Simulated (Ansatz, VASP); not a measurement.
SnSe: VASP beside Ansatz

File POSCAR:

```
SnSe
1.0
   11.7392579279      0.0000000000      0.0000000000
    0.0000000000      4.1294738267      0.0000000000
    0.0000000000      0.0000000000      4.5474405905
Sn Se
4 4
Direct
    0.6207833270      0.7500000000      0.3892272640
    0.8792166730      0.2500000000      0.8892272640
    0.3792166730      0.2500000000      0.6107727360
    0.1207833270      0.7500000000      0.1107727360
    0.1480463256      0.2500000000      0.5120129752
    0.6480463256      0.2500000000      0.9879870248
    0.3519536744      0.7500000000      0.0120129752
    0.8519536744      0.7500000000      0.4879870248
```

File INCAR.step1:

```
  PREC = Accurate
  ENCUT = 550
  ISMEAR = 0
  SIGMA = 0.01
  LREAL = False
  LASPH = True
  NELM = 120
  NBANDS = 50
  GGA = PE
  ALGO = Normal
  EDIFF = 1E-5
  LWAVE = True
  LCHARG = False
  GGA_COMPAT = False
```

The input INCAR.step2:

```
  PREC = Accurate
  ENCUT = 550
  EDIFF = 1E-6
  ISMEAR = 0
  SIGMA = 0.01
  LREAL = False
  LASPH = True
  NELM = 120
  ALGO = Normal
  ISIF = 2
  LWAVE = False
  LCHARG = False
  METAGGA = R2SCAN
  LMIXTAU = True
  NBANDS = 50
  ISTART = 1
  GGA_COMPAT = False
```

KPOINTS

```
Automatic mesh
0
Gamma
  2 6 6
```

Input for Ansatz:

```yaml
crystal:
  lattice:
    - [11.7392579279, 0.0, 0.0]
    - [0.0, 4.1294738267, 0.0]
    - [0.0, 0.0, 4.5474405905]
  atoms:
    - { symbol: Sn, position: [0.620783327, 0.75, 0.389227264] }
    - { symbol: Sn, position: [0.879216673, 0.25, 0.889227264] }
    - { symbol: Sn, position: [0.379216673, 0.25, 0.610772736] }
    - { symbol: Sn, position: [0.120783327, 0.75, 0.110772736] }
    - { symbol: Se, position: [0.1480463256, 0.25, 0.5120129752] }
    - { symbol: Se, position: [0.6480463256, 0.25, 0.9879870248] }
    - { symbol: Se, position: [0.3519536744, 0.75, 0.0120129752] }
    - { symbol: Se, position: [0.8519536744, 0.75, 0.4879870248] }
kpoints:
  mp_grid: { grid: [2, 6, 6] }
  band_path:
    path:
      - [0.0, 0.0, 0.0]
      - [0.5, 0.0, 0.0]
      - [0.5, 0.5, 0.0]
      - [0.0, 0.5, 0.0]
      - [0.0, 0.0, 0.5]
      - [0.5, 0.0, 0.5]
      - [0.5, 0.5, 0.5]
      - [0.0, 0.5, 0.5]
      - [0.0, 0.3333333333, 0.0]
      - [0.0, 0.0, 0.330729]
      - [0.0, 0.33724, 0.0]
    npoints: 1
hamiltonian:
  xc: r2scan
scf:
  occupations: { method: fixed }
  n_extra_bands: 6
output:
  forces: true
  stress: true
  eigenvalues: true
```

Change from the starting cell: uniaxial_z strain -3.0%.

Alike in both runs: task single point; functional r2SCAN; k mesh 2 × 6 × 6; no spin polarisation.

```csv
,VASP,Ansatz
version,VASP 6.6.1,Ansatz 0.2.0
potentials or method,"VASP PAW PBE potentials, release 64 (Sn_d, Se)","plane waves, PAW"
plane-wave cutoff (eV),550,500
occupations,"gaussian, width 0.01 eV",fixed
valence electrons in the cell,80,120
```

Ansatz gave:

- gap on the k mesh at the Fermi level (eV): 0.96
- pressure (GPa): 0.7
- traceless stress, the component that is largest in VASP (GPa): -0.37
- rms of the force components (eV/Å): 0.000

**Question.** Which values does VASP return?

**Answer.** gap on the k mesh at the Fermi level (eV): 0.95; pressure (GPa): 0.8; traceless stress, the component that is largest in VASP (GPa): -0.36; rms of the force components (eV/Å): 0.010.

VASP's potentials were made for PBE, not for r2SCAN. Atom by atom the forces differ by 0.010 eV/Å (rms over components). VASP's potentials hold 80 valence electrons a cell and Ansatz's 120, so a difference there can come from the potentials and not from the codes.
